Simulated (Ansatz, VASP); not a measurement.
## NiO2 in VASP and in Ansatz

File POSCAR:

```
NiO2
1.0
    2.7762368975      0.0000000000      0.0000000000
   -1.3881184487      2.4042916802      0.0000000000
    0.0000000000      0.0000000000      4.6069965744
Ni O
1 2
Direct
    0.0000000000      0.0000000000      0.5000000000
    0.6666666667      0.3333333333      0.7038965371
    0.3333333333      0.6666666667      0.2961034629
```

Contents of INCAR.step1:

```
  ALGO = Normal
  EDIFF = 1E-5
  ENCUT = 660
  GGA = PE
  GGA_COMPAT = F
  ISMEAR = 0
  LASPH = T
  LCHARG = F
  LREAL = F
  LWAVE = T
  NBANDS = 22
  NELM = 120
  PREC = Accurate
  SIGMA = 0.05
```

File INCAR.step2:

```
  ALGO = Normal
  EDIFF = 1E-6
  ENCUT = 660
  GGA_COMPAT = F
  ISIF = 2
  ISMEAR = 0
  ISTART = 1
  LASPH = T
  LCHARG = F
  LMIXTAU = T
  LREAL = F
  LWAVE = F
  METAGGA = R2SCAN
  NBANDS = 22
  NELM = 120
  PREC = Accurate
  SIGMA = 0.05
```

KPOINTS

```
k-points
0
Gamma
  12 12 8
```

Input for Ansatz:

```yaml
crystal:
  lattice:
    - [2.7762368975, 0.0, 0.0]
    - [-1.3881184487, 2.4042916802, 0.0]
    - [0.0, 0.0, 4.6069965744]
  atoms:
    - { symbol: Ni, position: [0.0, 0.0, 0.5] }
    - { symbol: O, position: [0.6666666667, 0.3333333333, 0.7038965371] }
    - { symbol: O, position: [0.3333333333, 0.6666666667, 0.2961034629] }
basis:
  ecutwfc: 500
kpoints:
  mp_grid: { grid: [12, 12, 8] }
hamiltonian:
  xc: r2scan
scf:
  occupations: { method: gaussian, width: 0.05 }
output:
  forces: true
  stress: true
  eigenvalues: true
  write_density: true
  write_potential: true
  elf: true
  volumetric_format: npy
```

Alike in both runs: task single point; functional r2SCAN; k mesh 12 × 12 × 8; occupations gaussian, width 0.05 eV; no spin polarisation.

|  | VASP | Ansatz |
| --- | --- | --- |
| version | VASP 6.6.1 | Ansatz 0.2.0 |
| potentials or method | VASP PAW PBE potentials, release 64 (Ni_sv_GW, O), cutoff 660 eV | scalar-relativistic, plane waves, PAW |
| valence electrons in the cell | 30 | 30 |

|  | VASP | Ansatz | Ansatz less VASP |
| --- | --- | --- | --- |
| gap on the k mesh at the Fermi level (eV) | 1.46 | 1.48 | +0.022 |
| least direct gap on the mesh (eV) | 1.64 | 1.66 | +0.020 |
| pressure (GPa) | -0.2 | 0.0 | +0.23 |
| traceless stress, the component that is largest in VASP (GPa) | -0.59 | 0.00 | +0.586 |
| rms of the force components (eV/Å) | 0.028 | 0.001 | -0.0275 |

VASP's potentials were made for PBE, not for r2SCAN. Atom by atom the forces differ by 0.028 eV/Å (rms over components). With one functional, cell and mesh, what is left measures potentials, basis and numerics.
